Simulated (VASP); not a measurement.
# Al2Cu: single point with PBE

The system is Al2Cu.

```xyz
3
Lattice="2.8014 0.0000 -0.0365 0.0000 2.8366 0.0000 -1.3591 0.0000 5.7640" Properties=species:S:1:pos:R:3 pbc="T T T"
Al    1.4168    1.4183    1.6555
Al    0.0255    1.4183    4.0720
Cu    0.0000    0.0000    0.0000
```

```json
{
  "Program": "VASP 6.6.1",
  "Task": "single point",
  "Functional": "PBE",
  "Potentials or basis": "VASP PAW PBE potentials, release 64 (Al, Cu)",
  "Cutoff": "600 eV",
  "k mesh": "16 × 16 × 8",
  "Occupations": "fermi-dirac, width 0.15 eV",
  "Spin": "no spin polarisation"
}
```

| Item | Value |
| --- | --- |
| Pressure | 0.2 GPa |
| Largest force | 0.020 eV/Å |
| Band gap on the k mesh | zero (an odd number of electrons rules out a gap without spin polarisation) |

Forces in eV/Å, atoms in the order of the input:
```
Al   0.000  0.000  0.020
Al   0.000  0.000 -0.020
Cu   0.000  0.000  0.000
```

Levels at points of the mesh, in eV from the Fermi level:
| k point | band 5 | band 6 | band 7 | band 8 | band 9 | band 10 | band 11 | band 12 |
| --- | --- | --- | --- | --- | --- | --- | --- | --- |
| (0.00, 0.00, 0.00) | -3.64 | -3.60 | -3.54 | -3.26 | 6.26 | 6.50 | 7.00 | 7.78 |
| (0.50, 0.00, 0.00) | -3.79 | -3.73 | -3.54 | -2.84 | -1.64 | 0.64 | 2.28 | 6.90 |
| (0.00, 0.50, 0.00) | -3.68 | -3.50 | -2.67 | -2.32 | -2.27 | 0.03 | 0.51 | 10.04 |
| (0.50, 0.50, 0.00) | -2.89 | -2.09 | -1.63 | -0.50 | 0.54 | 1.09 | 1.75 | 2.13 |
| (0.00, 0.00, 0.50) | -3.65 | -3.59 | -3.26 | -1.40 | 1.03 | 6.91 | 7.35 | 7.69 |
| (0.50, 0.00, 0.50) | -3.74 | -3.73 | -3.54 | -2.82 | -1.58 | 0.50 | 2.17 | 7.03 |
| (0.00, 0.50, 0.50) | -4.05 | -3.68 | -3.50 | -3.49 | -2.29 | 3.81 | 3.91 | 3.98 |
| (0.50, 0.50, 0.50) | -2.89 | -2.10 | -1.66 | -0.52 | 0.55 | 1.20 | 1.79 | 2.18 |

Wall time 11 min on 1 thread of Intel Xeon 8259CL, on a shared host, peak memory 0.6 GiB.
